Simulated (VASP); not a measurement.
Input of a VASP 6.6.1 run:

File INCAR:

```
SYSTEM = Pt
PREC = Accurate ; ENCUT = 520
EDIFF = 1E-7 ; ISMEAR = 0
SIGMA = 0.1 ; LREAL = Auto
LASPH = .True. ; NELM = 80
ALGO = Normal ; ISIF = 2
LWAVE = .False. ; LCHARG = .False.
LDIPOL = .True. ; IDIPOL = 3
DIPOL = 0.5 0.5 0.500 ; GGA = PE
NBANDS = 149 ; ISYM = 0
LUSENCCL = .False.
```

KPOINTS

```
Automatic mesh
0
Gamma
  16 4 1
  0 0 0
```

The input POSCAR:

```
Pt
1.0
    2.7746870094      0.0000000000      0.0000000000
    1.3873435047     10.6563876619      0.0000000000
    0.0000000000      0.0000000000     27.7715321672
Pt
26
Direct
   -0.0067142430      0.0121561653      0.2702474001
    0.3864904543      0.2257567845      0.2850873822
    0.7800643740      0.4384035787      0.3002244091
    0.1736504198      0.6512843480      0.3165079414
    0.5661038228      0.8668062542      0.3336716554
    0.9534732365      0.0925431925      0.3625984386
    0.3402353093      0.3187848583      0.3786033135
    0.7291740536      0.5408440906      0.3950176573
    0.1194314561      0.7604334046      0.4123084111
    0.5123366215      0.9747489336      0.4357966953
    0.9004554497      0.1987151976      0.4539651766
    0.2880083522      0.4238239704      0.4704289590
    0.6769732880      0.6462030580      0.4889886775
    0.0687893415      0.8622715179      0.5110113273
    0.4577543198      0.0846506136      0.5295710392
    0.8453072468      0.3097593787      0.5460348231
    0.2334260794      0.5337256342      0.5642033081
    0.6263312083      0.7480411667      0.5876915943
    0.0165886509      0.9676304987      0.6049823375
    0.4055274253      0.1896897259      0.6213966850
    0.7922895312      0.4159313837      0.6374015640
    0.1796589064      0.6416683187      0.6663283461
    0.5721123118      0.8571902335      0.6834920479
    0.9656983639      0.0700709931      0.6997755891
    0.3592722924      0.2827177840      0.7149126210
    0.7524769813      0.4963184068      0.7297526003
```

Potentials or basis: VASP PAW PBE potentials, release 64 (Pt).

Command:

```sh
$ cat potpaw_PBE.64/Pt/POTCAR > POTCAR
$ mpirun -np 1 vasp_std > vasp.out
```

(1) What does it give for the largest force?

(2) What does it give for the band gap on the k mesh?

## Answers

(1) 0.030 eV/Å.

(2) zero (bands 130 and 131 overlap by 0.80 eV).

Caveat: spin-orbit coupling is left out, which moves the levels of the heavy elements.
